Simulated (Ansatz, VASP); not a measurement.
**Two plane-wave programs on Ba**

The input INCAR:

```
SYSTEM = Ba
PREC = Accurate ; ENCUT = 520
EDIFF = 1E-7 ; ISMEAR = 0
SIGMA = 0.1 ; LREAL = .False.
LASPH = .True. ; NELM = 100
ALGO = Fast ; ISIF = 2
LWAVE = .False. ; LCHARG = .False.
GGA = PE ; NBANDS = 22
```

Contents of KPOINTS:

```
regular mesh
0
Gamma
  3 3 6
  0 0 0
```

POSCAR

```
Ba
1.0
    7.3410886990      0.0000000000      0.0000000000
   -3.6705443495      6.3575693047      0.0000000000
    0.0000000000      0.0000000000      3.8437007506
Ba
3
Direct
    0.0000000000      0.7011642243      0.0000000000
    0.2988357757      0.2988357757      0.0000000000
    0.7011642243      0.0000000000      0.0000000000
```

Input for Ansatz:

```yaml
crystal:
  lattice:
    - [7.341088699, 0.0, 0.0]
    - [-3.6705443495, 6.3575693047, 0.0]
    - [0.0, 0.0, 3.8437007506]
  atoms:
    - { symbol: Ba, position: [0.0, 0.7011642243, 0.0] }
    - { symbol: Ba, position: [0.2988357757, 0.2988357757, 0.0] }
    - { symbol: Ba, position: [0.7011642243, 0.0, 0.0] }
basis:
  ecutwfc: 420
kpoints:
  mp_grid: { grid: [3, 3, 6] }
hamiltonian:
  xc: pbe
scf:
  occupations: { method: gaussian, width: 0.1 }
output:
  forces: true
  stress: true
  eigenvalues: true
```

Alike in both runs: task single point; functional PBE; k mesh 3 × 3 × 6; occupations gaussian, width 0.1 eV; no spin polarisation.

|  | VASP | Ansatz |
| --- | --- | --- |
| version | VASP 6.6.1 | Ansatz 0.2.0 |
| potentials or method | VASP PAW PBE potentials, release 64 (Ba_sv), cutoff 520 eV | scalar-relativistic, plane waves, PAW |
| valence electrons in the cell | 30 | 30 |

```csv
,VASP,Ansatz,Ansatz less VASP
gap on the k mesh at the Fermi level (eV),none,none,-
pressure (GPa),0.6,0.4,-0.15
"traceless stress, the component that is largest in VASP (GPa)",0.13,0.10,-0.033
rms of the force components (eV/Å),0.346,0.325,-0.0218
```

Atom by atom the forces differ by 0.022 eV/Å (rms over components). A gap of «none» marks a metal or a gap that the smearing closes.

Spin-orbit coupling is off throughout.
